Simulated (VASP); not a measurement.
# AlGaN (P4/mmm) in VASP: a series of runs, part 2 of 2

VASP 6.6.1.

### Step 3. Single point, PBE

This run uses another cell than the first one, of 15.22 Å³/atom.

Contents of INCAR:

```
SYSTEM = AlGaN
  ALGO = Normal
  EDIFF = 1E-6
  ENCUT = 520
  GGA = PE
  ISIF = 2
  ISMEAR = 0
  LASPH = .True.
  LCHARG = .False.
  LREAL = .False.
  LWAVE = .False.
  NBANDS = 18
  NELM = 80
  PREC = Accurate
  SIGMA = 0.1
```

Contents of KPOINTS:

```
k-points
0
Gamma
  6 6 4
  0 0 0
```

Contents of POSCAR:

```
AlGaN
1.0
    3.4463603300      0.0000000000      0.0000000000
    0.0000000000      3.4463603300      0.0000000000
    0.0000000000      0.0000000000      3.8449207000
Al Ga N
1 1 1
Direct
    0.0000000000      0.0000000000      0.0000000000
    0.5000000000      0.5000000000      0.0000000000
    0.0000000000      0.0000000000      0.5000000000
```

Potentials or basis: VASP PAW PBE potentials, release 64 (Al, Ga_d, N).

The run is started by

```bash
cat potpaw_PBE.64/Al/POTCAR potpaw_PBE.64/Ga_d/POTCAR potpaw_PBE.64/N/POTCAR > POTCAR
mpirun -np 1 vasp_std > vasp.out
```

OUTCAR:

```text
SYSTEM = AlGaN
   EDIFF = 1E-6
   ENCUT = 520
   GGA = PE
   ISIF = 2
   ISMEAR = 0
   LASPH = .True.
   LREAL = .False.
   NELM = 80
   PREC = Accurate

 ion  position               nearest neighbor table
   1  0.000  0.000  0.000-   3 1.92   3 1.92   2 2.44   2 2.44   2 2.44   2 2.44
   2  0.500  0.500  0.000-   1 2.44   1 2.44   1 2.44   1 2.44
   3  0.000  0.000  0.500-   1 1.92   1 1.92

  LATTYP: Found a simple tetragonal cell.
 ALAT       =     3.4463603300
 C/A-ratio  =     1.1156467496

  Lattice vectors:

 A1 = (   3.4463603300,   0.0000000000,   0.0000000000)
 A2 = (   0.0000000000,   3.4463603300,   0.0000000000)
 A3 = (   0.0000000000,   0.0000000000,   3.8449207000)

Analysis of symmetry for initial positions (statically):
=====================================================================
 Subroutine PRICEL returns:
 Original cell was already a primitive cell.

 Routine SETGRP: Setting up the symmetry group for a
 simple tetragonal supercell.

[... 162 lines left out ...]
  ---------------------------------------------------
  ext. energy  EPLUGINS =         0.00000000
  ---------------------------------------------------
  free energy    TOTEN  =       -12.79022451 eV

  energy without entropy =      -12.77838916  energy(sigma->0) =      -12.78430683

 E-fermi :   4.7079     XC(G=0): -10.3075

 val. band max:        4.6835611541   @ k =   0.5000   0.1667   0.2500
 cond. band min:       4.7468530472   @ k =   0.5000   0.3333   0.2500
 fundamental gap:      0.0632918931
 Fermi energy:         4.7078526147

 k-point     1 :       0.0000    0.0000    0.0000
  band No.  band energies     occupation
      1     -10.3692      2.00000
      2     -10.3248      2.00000
      3     -10.3228      2.00000
      4     -10.2251      2.00000
      5     -10.2251      2.00000
      6      -9.1855      2.00000
[... 481 lines left out ...]
      5     -10.2170      2.00000
      6      -8.0548      2.00000
[... 10 lines left out ...]
     17      15.7497      0.00000
     18      17.6729      0.00000

 [... further k-points ...]
[... 5 lines left out ...]
  --------------------------------------------------------------------------------------
  -------------------------------------------------------------------------------------
  Total        5.7936555      5.7936555     -8.0907442      0.0000000     -0.0000000     -0.0000000
  in kB      203.2612068    203.2612068   -283.8509171      0.0000000     -0.0000000     -0.0000000
  external PRESSURE =      40.8904988 kB  Pullay stress =       0.0000000 kB

 VOLUME and BASIS-vectors are now :
 -----------------------------------------------------------------------------
  energy-cutoff  :      520.00
  volume of cell :       45.67
      direct lattice vectors                 reciprocal lattice vectors
     3.446360330  0.000000000  0.000000000     0.290161186  0.000000000  0.000000000
     0.000000000  3.446360330  0.000000000     0.000000000  0.290161186  0.000000000
     0.000000000  0.000000000  3.844920700     0.000000000  0.000000000  0.260083387

 POSITION                                       TOTAL-FORCE (eV/Angst)
 -----------------------------------------------------------------------------------
      0.00000      0.00000      0.00000         0.000000      0.000000      0.000000
      1.72318      1.72318      0.00000         0.000000      0.000000      0.000000
      0.00000      0.00000      1.92246         0.000000      0.000000      0.000000
 -----------------------------------------------------------------------------------
    total drift:                                0.000000      0.000000     -0.000000

  FREE ENERGIE OF THE ION-ELECTRON SYSTEM (eV)
  ---------------------------------------------------
  free  energy   TOTEN  =       -12.7902245136 eV

  energy  without entropy=      -12.7783891555  energy(sigma->0) =      -12.78430683
```

OSZICAR:

```text
N       E                     dE             d eps       ncg     rms          rms(c)
DAV:   1     0.123020577428E+03    0.12302E+03   -0.96188E+03  1110   0.155E+03
DAV:   2    -0.153278154307E+01   -0.12455E+03   -0.11814E+03  1266   0.350E+02
DAV:   3    -0.147482234940E+02   -0.13215E+02   -0.12921E+02  1250   0.906E+01
DAV:   4    -0.150787184898E+02   -0.33049E+00   -0.32972E+00  1366   0.149E+01
DAV:   5    -0.150868788489E+02   -0.81604E-02   -0.81579E-02  1416   0.217E+00    0.869E+00
DAV:   6    -0.138254381868E+02    0.12614E+01   -0.32610E+01  1486   0.282E+01    0.746E+00
DAV:   7    -0.128037850747E+02    0.10217E+01   -0.59426E+00  1402   0.100E+01    0.202E+00
DAV:   8    -0.127921466977E+02    0.11638E-01   -0.33136E-01  1180   0.395E+00    0.486E-01
DAV:   9    -0.127901170415E+02    0.20297E-02   -0.16654E-02  1382   0.979E-01    0.261E-01
DAV:  10    -0.127903070339E+02   -0.18999E-03   -0.41737E-03  1382   0.616E-01    0.115E-01
DAV:  11    -0.127902455783E+02    0.61456E-04   -0.15856E-03  1532   0.312E-01    0.481E-02
DAV:  12    -0.127902253675E+02    0.20211E-04   -0.26297E-04  1320   0.906E-02    0.148E-02
DAV:  13    -0.127902247177E+02    0.64978E-06   -0.21479E-05  1242   0.291E-02    0.400E-03
DAV:  14    -0.127902245136E+02    0.20416E-06   -0.26456E-06   816   0.896E-03
   1 F= -.12790225E+02 E0= -.12784307E+02  d E =-.118354E-01
```

Wall time 11 s (1 thread of Intel Xeon 6975P-C (Granite Rapids), shared host); peak memory 0.17 GiB.

Results:

| Quantity | Value |
| --- | --- |
| Free energy | -12.7902 eV |
| Pressure | 4.1 GPa |
| Band gap on the k mesh | zero (an odd number of electrons rules out a gap without spin polarisation) |

Levels at points of the mesh, in eV from the Fermi level:
```tsv
k point	band 8	band 9	band 10	band 11	band 12	band 13
(0.00, 0.00, 0.00)	-4.09	-1.41	-1.41	3.79	3.79	4.73
(0.50, 0.00, 0.00)	-3.52	-3.47	-0.59	0.09	3.36	3.82
(0.50, 0.50, 0.00)	-4.55	-4.53	-3.21	1.39	1.39	1.75
(0.00, 0.00, 0.50)	-1.61	-0.48	-0.48	0.80	1.86	1.86
(0.50, 0.00, 0.50)	-6.36	-3.20	-0.28	0.41	4.29	4.32
(0.50, 0.50, 0.50)	-3.81	-2.88	-2.88	-1.93	-1.93	1.97
```

Caveat: the k points lie up to 0.41 Å⁻¹ apart, too coarse for converged energies and pressures of a metal.

### Step 4. Single point, PBE

Contents of INCAR:

```
SYSTEM = AlGaN
PREC = Accurate
ENCUT = 520
EDIFF = 1E-6
ISMEAR = 0
SIGMA = 0.1
LREAL = .FALSE.
LASPH = .TRUE.
NELM = 100
ALGO = Normal
ISIF = 2
LWAVE = .FALSE.
LCHARG = .FALSE.
GGA = PE
NBANDS = 18
```

Contents of KPOINTS:

```
Automatic mesh
0
G
  6 6 4
  0 0 0
```

Contents of POSCAR:

```
AlGaN
1.0
    3.9732249662      0.0000000000      0.0000000000
    0.0000000000      3.9732249662      0.0000000000
    0.0000000000      0.0000000000      3.5148684849
Al Ga N
1 1 1
Direct
    0.0000000000      0.0000000000      0.0000000000
    0.5000000000      0.5000000000      0.0000000000
    0.0000000000      0.0000000000      0.5000000000
```

Potentials or basis: VASP PAW PBE potentials, release 64 (Al, Ga_d, N).

The run is started by

```bash
cat potpaw_PBE.64/Al/POTCAR potpaw_PBE.64/Ga_d/POTCAR potpaw_PBE.64/N/POTCAR > POTCAR
mpirun -np 1 vasp_std > vasp.out
```

OUTCAR:

```text
SYSTEM = AlGaN
   PREC = Accurate
   ENCUT = 520
   EDIFF = 1E-6
   ISMEAR = 0
   LREAL = .FALSE.
   LASPH = .TRUE.
   NELM = 100
   ISIF = 2
   GGA = PE

 ion  position               nearest neighbor table
   1  0.000  0.000  0.000-   3 1.76   3 1.76   2 2.81   2 2.81   2 2.81   2 2.81
   2  0.500  0.500  0.000-   1 2.81   1 2.81   1 2.81   1 2.81
   3  0.000  0.000  0.500-   1 1.76   1 1.76

  LATTYP: Found a simple tetragonal cell.
 ALAT       =     3.9732249662
 C/A-ratio  =     0.8846386789

  Lattice vectors:

 A1 = (   3.9732249662,   0.0000000000,   0.0000000000)
 A2 = (   0.0000000000,   3.9732249662,   0.0000000000)
 A3 = (   0.0000000000,   0.0000000000,   3.5148684849)

Analysis of symmetry for initial positions (statically):
=====================================================================
 Subroutine PRICEL returns:
 Original cell was already a primitive cell.

 Routine SETGRP: Setting up the symmetry group for a
 simple tetragonal supercell.

 Subroutine GETGRP returns: Found 16 space group operations
 (whereof 16 operations were pure point group operations)
 out of a pool of 16 trial point group operations.

[... 159 lines left out ...]
  ext. energy  EPLUGINS =         0.00000000
  ---------------------------------------------------
  free energy    TOTEN  =       -13.85083942 eV

  energy without entropy =      -13.84536184  energy(sigma->0) =      -13.84810063

 E-fermi :   3.7150     XC(G=0):  -9.4118

 val. band max:        3.5977326162   @ k =   0.3333   0.0000   0.0000
 cond. band min:       3.7868928113   @ k =   0.1667   0.1667   0.5000
 fundamental gap:      0.1891601951
 Fermi energy:         3.7149613059

 k-point     1 :       0.0000    0.0000    0.0000
  band No.  band energies     occupation
      1     -11.5621      2.00000
      2     -11.4647      2.00000
      3     -11.4647      2.00000
      4     -11.4538      2.00000
      5     -11.4438      2.00000
      6     -10.6476      2.00000
[... 481 lines left out ...]
      5     -11.4216      2.00000
      6      -9.8213      2.00000
[... 10 lines left out ...]
     17      13.1060      0.00000
     18      13.6371      0.00000

 [... further k-points ...]
[... 5 lines left out ...]
  --------------------------------------------------------------------------------------
  -------------------------------------------------------------------------------------
  Total       -0.0280513     -0.0280513      0.0088377      0.0000000      0.0000000      0.0000000
  in kB       -0.8099676     -0.8099676      0.2551840      0.0000000      0.0000000      0.0000000
  external PRESSURE =      -0.4549171 kB  Pullay stress =       0.0000000 kB

 VOLUME and BASIS-vectors are now :
 -----------------------------------------------------------------------------
  energy-cutoff  :      520.00
  volume of cell :       55.49
      direct lattice vectors                 reciprocal lattice vectors
     3.973224966  0.000000000  0.000000000     0.251684717  0.000000000  0.000000000
     0.000000000  3.973224966  0.000000000     0.000000000  0.251684717  0.000000000
     0.000000000  0.000000000  3.514868485     0.000000000  0.000000000  0.284505666

 POSITION                                       TOTAL-FORCE (eV/Angst)
 -----------------------------------------------------------------------------------
      0.00000      0.00000      0.00000         0.000000      0.000000      0.000000
      1.98661      1.98661      0.00000         0.000000      0.000000      0.000000
      0.00000      0.00000      1.75743         0.000000      0.000000      0.000000
 -----------------------------------------------------------------------------------
    total drift:                                0.000000      0.000000     -0.000000

  FREE ENERGIE OF THE ION-ELECTRON SYSTEM (eV)
  ---------------------------------------------------
  free  energy   TOTEN  =       -13.8508394206 eV

  energy  without entropy=      -13.8453618384  energy(sigma->0) =      -13.84810063
```

It took 12 s on 1 thread of Intel Xeon 6975P-C (Granite Rapids), shared host; peak memory 0.18 GiB.

Results:

| Item | Value |
| --- | --- |
| Free energy | -13.8508 eV |
| Pressure | 0.0 GPa |
| Band gap on the k mesh | zero (an odd number of electrons rules out a gap without spin polarisation) |

Caveat: the k points lie up to 0.45 Å⁻¹ apart, too coarse for converged energies and pressures of a metal.

### Step 5. Relaxation of cell and atoms, PBE

Contents of INCAR:

```
SYSTEM = AlGaN
ALGO = Normal
EDIFF = 1E-7
EDIFFG = -0.04
ENCUT = 600
GGA = PE
IBRION = 2
ISIF = 3
ISMEAR = 0
LASPH = .True.
LCHARG = .False.
LREAL = .False.
LWAVE = .False.
NELM = 100
NSW = 90
PREC = Accurate
SIGMA = 0.1
```

Contents of KPOINTS:

```
k-points
0
Gamma
  4 4 6
  0 0 0
```

POSCAR is that of step 4.

The run is started by

```bash
cat potpaw_PBE.64/Al/POTCAR potpaw_PBE.64/Ga_d/POTCAR potpaw_PBE.64/N/POTCAR > POTCAR
mpirun -np 1 vasp_std > vasp.out
```

Run time: 15 s. Hardware: 1 thread of Intel Xeon 6975P-C (Granite Rapids), shared host; peak memory 0.18 GiB.

Results (log left out):

- Free energy: -13.8009 eV
- Relaxed volume: 18.41 Å³/atom
- Relaxed cell: a = 3.963 Å, b = 3.963 Å, c = 3.517 Å, α = 90.00°, β = 90.00°, γ = 90.00°
- Space group after relaxing (to 0.1 Å): P4/mmm (No. 123)
- Energy gained by relaxing: 0.2 meV/atom
- Ionic steps: 2
- Pressure after relaxing: -0.2 GPa
- Band gap on the k mesh: zero (an odd number of electrons rules out a gap without spin polarisation)

Stress tensor (GPa, compression positive):
```
-0.27  0.00  0.00
 0.00 -0.27  0.00
 0.00  0.00 -0.07
```

The path:
```
step  energy change (eV)  largest force (eV/Å)  pressure (GPa)  volume (Å³)
   1              0.0000                0.0000           -0.26        55.49
   2             -0.0006                0.0000           -0.20        55.24
```

Final structure:
```yaml
crystal:
  lattice:
    - [3.96327, 0.00000, 0.00000]
    - [0.00000, 3.96327, 0.00000]
    - [0.00000, 0.00000, 3.51699]
  atoms:
    - { symbol: Al, position: [0.00000, 0.00000, 0.00000] }
    - { symbol: Ga, position: [0.50000, 0.50000, 0.00000] }
    - { symbol: N, position: [0.00000, 0.00000, 0.50000] }
```

Levels at points of the mesh, in eV from the Fermi level:
| k point | band 7 | band 8 | band 9 | band 10 | band 11 | band 12 | band 13 | band 14 |
| --- | --- | --- | --- | --- | --- | --- | --- | --- |
| (0.00, 0.00, 0.00) | -6.74 | -4.07 | -2.60 | -2.60 | 3.19 | 3.19 | 3.41 | 3.91 |
| (0.50, 0.00, 0.00) | -7.16 | -3.93 | -2.40 | -2.00 | -0.73 | 2.21 | 4.83 | 5.76 |
| (0.50, 0.50, 0.00) | -5.44 | -4.44 | -4.44 | -3.86 | 1.72 | 1.87 | 1.87 | 5.97 |
| (0.00, 0.00, 0.50) | -8.19 | -3.05 | -1.47 | -1.47 | -0.31 | 1.31 | 1.31 | 5.45 |
| (0.50, 0.00, 0.50) | -6.79 | -5.44 | -3.12 | -1.36 | 0.36 | 2.07 | 3.24 | 4.23 |
| (0.50, 0.50, 0.50) | -6.09 | -4.09 | -2.24 | -2.24 | -1.75 | -1.75 | 0.47 | 4.74 |

Caveat: the k points lie up to 0.40 Å⁻¹ apart in the final cell, too coarse for converged energies and pressures of a metal.

### Step 6. Relaxation of cell and atoms, PBE

This run uses another cell than the first one, of 15.22 Å³/atom.

Contents of INCAR:

```
SYSTEM = AlGaN
ALGO = Normal
EDIFF = 1E-6
EDIFFG = -0.04
ENCUT = 600
GGA = PE
IBRION = 2
ISIF = 3
ISMEAR = 0
LASPH = .TRUE.
LCHARG = .FALSE.
LREAL = .FALSE.
LWAVE = .FALSE.
NELM = 80
NSW = 90
PREC = Accurate
SIGMA = 0.1
```

Contents of KPOINTS:

```
k-points
0
G
  6 6 4
  0 0 0
```

Contents of POSCAR:

```
AlGaN
1.0
    3.4463603300      0.0000000000      0.0000000000
    0.0000000000      3.4463603300      0.0000000000
    0.0000000000      0.0000000000      3.8449207000
Al Ga N
1 1 1
Direct
    0.0000000000      0.0000000000      0.0000000000
    0.5000000000      0.5000000000      0.0000000000
    0.0000000000      0.0000000000      0.5000000000
```

Potentials or basis: VASP PAW PBE potentials, release 64 (Al, Ga_d, N).

The run is started by

```bash
cat potpaw_PBE.64/Al/POTCAR potpaw_PBE.64/Ga_d/POTCAR potpaw_PBE.64/N/POTCAR > POTCAR
mpirun -np 1 vasp_std > vasp.out
```

Wall time 56 s (1 thread of Intel Xeon 6975P-C (Granite Rapids), shared host); peak memory 0.18 GiB.

It converged, with:

* Free energy: -13.8464 eV
* Relaxed volume: 18.41 Å³/atom
* Relaxed cell: a = 3.963 Å, b = 3.963 Å, c = 3.517 Å, α = 90.00°, β = 90.00°, γ = 90.00°
* Space group after relaxing (to 0.1 Å): P4/mmm (No. 123)
* Energy gained by relaxing: 351.7 meV/atom
* Ionic steps: 9
* Pressure after relaxing: -0.1 GPa
* Band gap on the k mesh: zero (an odd number of electrons rules out a gap without spin polarisation)

Step by step:
```csv
step,energy change (eV),largest force (eV/Å),pressure (GPa),volume (Å³)
1,0.0000,0.0000,4.03,45.67
2,-0.7205,0.0000,15.69,47.43
3,-0.8575,0.0000,9.92,47.13
4,-0.8567,0.0000,10.39,47.17
5,-1.0390,0.0000,-1.51,54.69
6,-1.0409,0.0000,-0.57,53.87
7,-1.0541,0.0000,0.63,54.77
8,-1.0544,0.0000,0.49,54.67
9,-1.0550,0.0000,-0.07,55.22
```

Final structure:
```
Al Ga N
1.0
     3.96280    0.00000    0.00000
     0.00000    3.96280    0.00000
     0.00000    0.00000    3.51665
Al Ga N
1 1 1
Direct
  0.00000 0.00000 0.00000
  0.50000 0.50000 0.00000
  0.00000 0.00000 0.50000
```

Levels at points of the mesh, in eV from the Fermi level:
| k point | band 8 | band 9 | band 10 | band 11 | band 12 | band 13 |
| --- | --- | --- | --- | --- | --- | --- |
| (0.00, 0.00, 0.00) | -4.14 | -2.65 | -2.65 | 3.15 | 3.15 | 3.38 |
| (0.50, 0.00, 0.00) | -4.00 | -2.44 | -2.06 | -0.79 | 2.19 | 4.80 |
| (0.50, 0.50, 0.00) | -4.49 | -4.49 | -3.93 | 1.68 | 1.82 | 1.82 |
| (0.00, 0.00, 0.50) | -3.10 | -1.54 | -1.54 | -0.34 | 1.27 | 1.27 |
| (0.50, 0.00, 0.50) | -5.47 | -3.17 | -1.43 | 0.32 | 2.03 | 3.21 |
| (0.50, 0.50, 0.50) | -4.11 | -2.30 | -2.30 | -1.78 | -1.78 | 0.44 |

Caveat: the k points lie up to 0.45 Å⁻¹ apart in the final cell, too coarse for converged energies and pressures of a metal; the volume moved by over 15 % at a fixed basis, so the end points are rough.

### Step 7. The runs side by side

```csv
task,cell,k mesh,cutoff (eV),gap on the mesh (eV),pressure (GPa),relaxed volume (Å³/atom)
single point,"a = 3.973, b = 3.973, c = 3.515 Å, 3 atoms",4 × 4 × 6,520,none,-0.2,-
single point,"a = 3.446, b = 3.446, c = 3.845 Å, 3 atoms",6 × 6 × 4,520,none,4.1,-
single point,"a = 3.973, b = 3.973, c = 3.515 Å, 3 atoms",6 × 6 × 4,520,none,0.0,-
relaxation of cell and atoms,"relaxed from a = 3.973, b = 3.973, c = 3.515 Å, 3 atoms",4 × 4 × 6,600,none,-0.2,18.41
relaxation of cell and atoms,"relaxed from a = 3.446, b = 3.446, c = 3.845 Å, 3 atoms",6 × 6 × 4,600,none,-0.1,18.41
```

Alike in all rows: level PBE; potentials or basis VASP PAW PBE potentials, release 64 (Al, Ga_d, N); no spin polarisation; smearing gaussian 0.1 eV.

Caveats: all runs use coarse meshes; the volume moved by over 15 % at a fixed basis, so the end points are rough (at least some runs).

Absolute energies hang on the potentials; compare differences alone.
